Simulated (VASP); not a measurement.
# Ti (Fm-3m) in VASP: further runs

Ti is run at these levels: PBEsol; tasks: single point.

All numbers are computed with VASP 6.6.1; they aren't measurements. Logs are shortened: lines on timing, memory, paths and dates and some standing lists are left out, and cuts for length are marked.

## 1. The cell of the first run

Symmetry: Fm-3m, No. 225, cubic system. The conventional cell has a = 4.060 Å, b = 4.060 Å, c = 4.060 Å, α = 90.00°, β = 90.00°, γ = 90.00°. Within 3.8 Å of Ti (site symmetry m-3m) lie 12 Ti at 2.87 Å.

## 2. Single point, PBEsol

INCAR

```
SYSTEM = Ti
ALGO = Normal ; EDIFF = 1E-6
ENCUT = 520 ; GGA = PS
ISIF = 2 ; ISMEAR = 1
LASPH = .True. ; LCHARG = .True.
LELF = .True. ; LREAL = .False.
LVHAR = .True. ; LWAVE = .False.
NBANDS = 12 ; NELM = 60
PREC = Accurate ; SIGMA = 0.15
```

KPOINTS

```
k-points
0
Gamma
  12 12 12
  0 0 0
```

POSCAR

```
Ti
1.0
    0.0000000000      2.0300000000      2.0300000000
    2.0300000000      0.0000000000      2.0300000000
    2.0300000000      2.0300000000      0.0000000000
Ti
1
Direct
    0.0000000000      0.0000000000      0.0000000000
```

Potentials or basis: VASP PAW PBE potentials, release 64 (Ti_sv).

Run with:

```sh
$ cat potpaw_PBE.64/Ti_sv/POTCAR > POTCAR
$ mpirun -np 1 vasp_std > vasp.out
```

OUTCAR:

```text
SYSTEM = Ti
   EDIFF = 1E-6
   ENCUT = 520
   GGA = PS
   ISIF = 2
   ISMEAR = 1
   LASPH = .True.
   LREAL = .False.
   NELM = 60
   PREC = Accurate

 ion  position               nearest neighbor table
   1  0.000  0.000  0.000-

  LATTYP: Found a face centered cubic cell.
 ALAT       =     4.0600000000

  Lattice vectors:

 A1 = (   0.0000000000,   2.0300000000,   2.0300000000)
 A2 = (   2.0300000000,   0.0000000000,   2.0300000000)
 A3 = (   2.0300000000,   2.0300000000,   0.0000000000)

Analysis of symmetry for initial positions (statically):
[... 33 lines left out ...]
                                     Primitive cell

  volume of cell :      16.7309

  direct lattice vectors                    reciprocal lattice vectors
     0.000000000  2.030000000  2.030000000    -0.246305419  0.246305419  0.246305419
     2.030000000  0.000000000  2.030000000     0.246305419 -0.246305419  0.246305419
     2.030000000  2.030000000  0.000000000     0.246305419  0.246305419 -0.246305419

  length of vectors
     2.870853532  2.870853532  2.870853532     0.426613499  0.426613499  0.426613499

  position of ions in fractional coordinates (direct lattice)
     0.000000000  0.000000000  0.000000000

  ion indices of the primitive-cell ions
   primitive index   ion index
                 1           1

----------------------------------------------------------------------------------------

 KPOINTS: k-points

Automatic generation of k-mesh.
 Grid dimensions read from file:
 generate k-points for:   12   12   12

 Generating k-lattice:

  Cartesian coordinates                     Fractional coordinates (reciprocal lattice)
    -0.020525452  0.020525452  0.020525452     0.083333333  0.000000000  0.000000000
     0.020525452 -0.020525452  0.020525452     0.000000000  0.083333333  0.000000000
     0.020525452  0.020525452 -0.020525452     0.000000000  0.000000000  0.083333333

  Length of vectors
     0.035551125  0.035551125  0.035551125

  Shift w.r.t. Gamma in fractional coordinates (k-lattice)
     0.000000000  0.000000000  0.000000000

 Subroutine IBZKPT returns following result:
 ===========================================

 Found     72 irreducible k-points:

 Following reciprocal coordinates:
            Coordinates               Weight
  0.000000  0.000000  0.000000      1.000000
  0.083333  0.000000  0.000000      8.000000
  0.166667  0.000000  0.000000      8.000000
  0.250000  0.000000  0.000000      8.000000
  0.333333  0.000000  0.000000      8.000000
  0.416667  0.000000  0.000000      8.000000
[... 16 lines left out ...]
  0.500000  0.166667  0.000000     24.000000
 -0.416667  0.166667  0.000000     24.000000
 [... further k-points ...]
   k-points           NKPTS =     72   k-points in BZ     NKDIM =     72   number of bands    NBANDS=     12
   number of dos      NEDOS =    301   number of ions     NIONS =      1
   total plane-waves  NPLWV =  13824
   dimension x,y,z NGX =    24 NGY =   24 NGZ =   24
   dimension x,y,z NGXF=    48 NGYF=   48 NGZF=   48
   ions per type =               1
   NGX,Y,Z   is equivalent  to a cutoff of  13.90, 13.90, 13.90 a.u.
   NGXF,Y,Z  is equivalent  to a cutoff of  27.80, 27.80, 27.80 a.u.
 SYSTEM =  Ti
   PREC   = accura    normal or accurate (medium, high low for compatibility)
   ISTART =      0    job   : 0-new  1-cont  2-samecut
   ICHARG =      2    charge: 1-file 2-atom 10-const
   ISPIN  =      1    spin polarized calculation?
   LNONCOLLINEAR =      F non collinear calculations
   LSORBIT =      F    spin-orbit coupling
   LASPH  =      T    aspherical Exc in radial PAW
   ENCUT  =  520.0 eV  38.22 Ry    6.18 a.u.   5.34  5.34  5.34*2*pi/ulx,y,z
   NELM   =     60;   NELMIN=  2; NELMDL= -5     # of ELM steps
   EDIFF  = 0.1E-05   stopping-criterion for ELM
   LREAL  =      F    real-space projection
   EDIFFG = 0.1E-04   stopping-criterion for IOM
   NSW    =      0    number of steps for IOM
   IBRION =     -1    ionic relax: 0-MD 1-quasi-New 2-CG
   NFREE  =      0    steps in history (QN), initial steepest desc. (CG)
   ISIF   =      2    stress and relaxation
   ISYM   =      2    0-nonsym 1-usesym 2-fastsym
   POTIM  = 0.5000    time-step for ionic-motion
   TEBEG  =    0.0;   TEEND  =   0.0 temperature during run
   PSTRESS=    0.0 pullay stress
   NELECT =      12.0000    total number of electrons
   NUPDOWN=      -1.0000    fix difference up-down
   EMIN   =  10.00;   EMAX   =-10.00  energy-range for DOS
   EFERMI =   0.00;   METHOD = LEGACY
   ISMEAR =     1;   SIGMA  =   0.15  broadening in eV -4-tet -1-fermi 0-gaus
   EFERMI_NEDOS =   21; number of points for ismear=-14 and -15
   IALGO  =     38    algorithm
   IMIX   =      4    mixing-type and parameters
     AMIX     =   0.40;   BMIX     =  1.00
     AMIX_MAG =   1.60;   BMIX_MAG =  1.00
  volume/ion in A,a.u.               =      16.73       112.91
  Fermi-wavevector in a.u.,A,eV,Ry     =   1.465421  2.769245 29.217967  2.147460
  Thomas-Fermi vector in A             =   2.581280
   LORBIT       =      0    0 simple, 1 ext, 2 COOP (PROOUT), +10 PAW based schemes
   GGA     = PS    functional components
   LHFCALC =     F    Hartree Fock is set to
   AEXX    =    0.0000 exact exchange contribution
   IVDW    =     0    specifies the selected vdW correction
   LEPSILON=     F    determine dielectric tensor
   LRPA    =     F    only Hartree local field effects (RPA)
 non-spin polarized calculation
 Methfessel and Paxton  Order N= 1 SIGMA  =   0.15
  energy-cutoff  :      520.00
  volume of cell :       16.73
 maximum number of plane-waves:       464
 NGX is ok and might be reduce to    24
   NGX = 11   NGY = 11   NGZ = 11

 number of electron      12.0000002 magnetization

 Free energy of the ion-electron system (eV)
  ---------------------------------------------------
  ext. energy  EPLUGINS =         0.00000000
  ---------------------------------------------------
  free energy    TOTEN  =        -8.28227620 eV

  energy without entropy =       -8.27957375  energy(sigma->0) =       -8.28137538

 E-fermi :   8.5028     XC(G=0): -11.8159

 val. band max:        8.4888602125   @ k =   0.4167   0.0833   0.0000
 cond. band min:       8.5121453038   @ k =   0.3333   0.0000   0.0000
 fundamental gap:      0.0232850913
 Fermi energy:         8.5027982819

 k-point     1 :       0.0000    0.0000    0.0000
  band No.  band energies     occupation
      1     -47.9219      2.00000
      2     -23.8291      2.00000
      3     -23.8291      2.00000
      4     -23.8291      2.00000
      5       2.3091      2.00000
      6       9.3930     -0.00000
      7       9.3930     -0.00000
      8       9.3930     -0.00000
      9      11.1024     -0.00000
     10      11.1024     -0.00000
     11      23.9696      0.00000
     12      28.5870      0.00000

 k-point     2 :       0.0833    0.0000    0.0000
  band No.  band energies     occupation
      1     -47.9123      2.00000
      2     -23.8824      2.00000
      3     -23.8357      2.00000
      4     -23.8357      2.00000
      5       2.5412      2.00000
      6       9.2496     -0.00000
      7       9.4761     -0.00000
      8       9.4761     -0.00000
      9      11.0494     -0.00000
     10      11.0494     -0.00000
     11      24.1629      0.00000
     12      27.0252      0.00000

 k-point     3 :       0.1667    0.0000    0.0000
  band No.  band energies     occupation
      1     -47.8860      2.00000
      2     -24.0264      2.00000
      3     -23.8536      2.00000
      4     -23.8536      2.00000
      5       3.1986      2.00000
      6       8.9049     -0.00100
      7       9.6411     -0.00000
      8       9.6411     -0.00000
      9      10.9915     -0.00000
     10      10.9915     -0.00000
     11      23.9403      0.00000
     12      25.1769      0.00000

 k-point     4 :       0.2500    0.0000    0.0000
  band No.  band energies     occupation
      1     -47.8499      2.00000
      2     -24.2195      2.00000
      3     -23.8781      2.00000
      4     -23.8781      2.00000
      5       4.1480      2.00000
      6       8.5675      0.34019
      7       9.6578     -0.00000
      8       9.6578     -0.00000
      9      11.1826     -0.00000
     10      11.1826     -0.00000
     11      21.8312      0.00000
     12      24.7739      0.00000

 k-point     5 :       0.3333    0.0000    0.0000
  band No.  band energies     occupation
      1     -47.8135      2.00000
      2     -24.4087      2.00000
      3     -23.9023      2.00000
      4     -23.9023      2.00000
      5       5.1016      2.00000
      6       8.5121      0.89476
      7       9.4930     -0.00000
      8       9.4931     -0.00000
      9      11.6343      0.00000
     10      11.6343      0.00000
     11      19.6201      0.00000
     12      24.0901      0.00000
[... 228 lines left out ...]
      1     -47.8139      2.00000
      2     -24.2989      2.00000
      3     -23.9578      2.00000
      4     -23.9545      2.00000
      5       5.0918      2.00000
      6       7.9757      2.00001
      7       9.2796     -0.00000
      8      10.1745     -0.00000
      9      11.2746     -0.00000
     10      11.8652      0.00000
     11      21.4203      0.00000
     12      24.5400      0.00000

 k-point    22 :       0.4167    0.1667    0.0000
  band No.  band energies     occupation
      1     -47.7839      2.00000
      2     -24.4344      2.00000
      3     -24.0005      2.00000
      4     -23.9697      2.00000
      5       5.9247      2.00000
      6       7.9195      2.00000
      7       8.9897     -0.00004
      8      10.0203     -0.00000
      9      12.2051      0.00000
     10      12.2286      0.00000
     11      19.1128      0.00000
     12      23.7517      0.00000

 k-point    23 :       0.5000    0.1667    0.0000
  band No.  band energies     occupation
      1     -47.7651      2.00000
      2     -24.5149      2.00000
      3     -24.0405      2.00000
      4     -23.9695      2.00000
      5       6.3775      2.00000
      6       7.9955      2.00002
      7       9.0150     -0.00002
      8       9.8607     -0.00000
      9      12.2904      0.00000
     10      13.2265      0.00000
     11      17.3348      0.00000
     12      23.1081      0.00000

 k-point    24 :      -0.4167    0.1667    0.0000
  band No.  band energies     occupation
      1     -47.7627      2.00000
      2     -24.5216      2.00000
      3     -24.0656      2.00000
      4     -23.9539      2.00000
      5       6.4682      2.00000
      6       8.1101      2.00135
      7       9.0072     -0.00002
      8       9.7881     -0.00000
      9      12.0113      0.00000
     10      13.6179      0.00000
     11      17.0783      0.00000
     12      22.7128      0.00000

 [... further k-points ...]
[... 5 lines left out ...]
  --------------------------------------------------------------------------------------
  -------------------------------------------------------------------------------------
  Total       -0.0637298     -0.0637298     -0.0637298      0.0000000      0.0000000     -0.0000000
  in kB       -6.1028850     -6.1028850     -6.1028850      0.0000000      0.0000000     -0.0000000
  external PRESSURE =      -6.1028850 kB  Pullay stress =       0.0000000 kB

 VOLUME and BASIS-vectors are now :
 -----------------------------------------------------------------------------
  energy-cutoff  :      520.00
  volume of cell :       16.73
      direct lattice vectors                 reciprocal lattice vectors
     0.000000000  2.030000000  2.030000000    -0.246305419  0.246305419  0.246305419
     2.030000000  0.000000000  2.030000000     0.246305419 -0.246305419  0.246305419
     2.030000000  2.030000000  0.000000000     0.246305419  0.246305419 -0.246305419

 POSITION                                       TOTAL-FORCE (eV/Angst)
 -----------------------------------------------------------------------------------
      0.00000      0.00000      0.00000         0.000000      0.000000      0.000000
 -----------------------------------------------------------------------------------
    total drift:                               -0.000000      0.000000      0.000000

  FREE ENERGIE OF THE ION-ELECTRON SYSTEM (eV)
  ---------------------------------------------------
  free  energy   TOTEN  =        -8.2822761996 eV

  energy  without entropy=       -8.2795737532  energy(sigma->0) =       -8.28137538
```

It took 14 s on 1 thread of Intel Xeon 8259CL, shared host; peak memory 0.14 GiB.

What came out:

```
Free energy            : -8.2823 eV
Pressure               : -0.6 GPa
Band gap on the k mesh : zero (band 6 reaches 9.39 eV, above the bottom of band 7 at 8.10 eV)
```

Levels at points of the mesh, in eV from the Fermi level:
```
           k point  band 4  band 5  band 6  band 7  band 8  band 9
(0.00, 0.00, 0.00)  -32.33   -6.19    0.89    0.89    0.89    2.60
(0.50, 0.00, 0.00)  -32.43   -2.69    0.73    0.76    0.76    3.75
(0.50, 0.50, 0.00)  -32.60   -2.72   -1.82    3.01    3.73    4.05
```

Caveat: the PAW data sets were made with another functional, which shifts forces and pressure a little.

## 3. Single point, PBEsol

This run uses another cell than the first one, of 17.40 Å³/atom, 1.040 times its volume.

INCAR

```
PREC = Accurate
ENCUT = 520
EDIFF = 1E-6
ISMEAR = 1
SIGMA = 0.15
LREAL = F
LASPH = T
NELM = 100
ALGO = Normal
ISIF = 2
LWAVE = F
LCHARG = F
GGA = PS
NBANDS = 12
```

KPOINTS

```
Automatic mesh
0
Gamma
  12 12 12
```

POSCAR

```
Ti
1.0
    0.0000000000      2.0567135898      2.0567135898
    2.0567135898      0.0000000000      2.0567135898
    2.0567135898      2.0567135898      0.0000000000
Ti
1
Direct
    0.0000000000      0.0000000000      0.0000000000
```

Potentials or basis: VASP PAW PBE potentials, release 64 (Ti_sv).

Run with:

```sh
$ cat potpaw_PBE.64/Ti_sv/POTCAR > POTCAR
$ mpirun -np 1 vasp_std > vasp.out
```

It took 17 s on 1 thread of Intel Xeon 8259CL, shared host; peak memory 0.15 GiB.

The run converged. Its results:

| Item | Value |
| --- | --- |
| Free energy | -8.2710 eV |
| Pressure | -4.7 GPa |
| Band gap on the k mesh | zero (band 6 reaches 8.95 eV, above the bottom of band 7 at 7.70 eV) |

Levels at points of the mesh, in eV from the Fermi level:
```tsv
k point	band 3	band 4	band 5	band 6	band 7	band 8	band 9	band 10
(0.00, 0.00, 0.00)	-32.45	-32.45	-6.10	0.87	0.87	0.87	2.48	2.48
(0.50, 0.00, 0.00)	-32.53	-32.53	-2.60	0.63	0.74	0.74	3.57	3.57
(0.50, 0.50, 0.00)	-32.68	-32.68	-2.59	-1.72	2.82	3.55	3.85	3.85
```

Caveat: the PAW data sets were made with another functional, which shifts forces and pressure a little.

(Continued in part 2 of 2.)
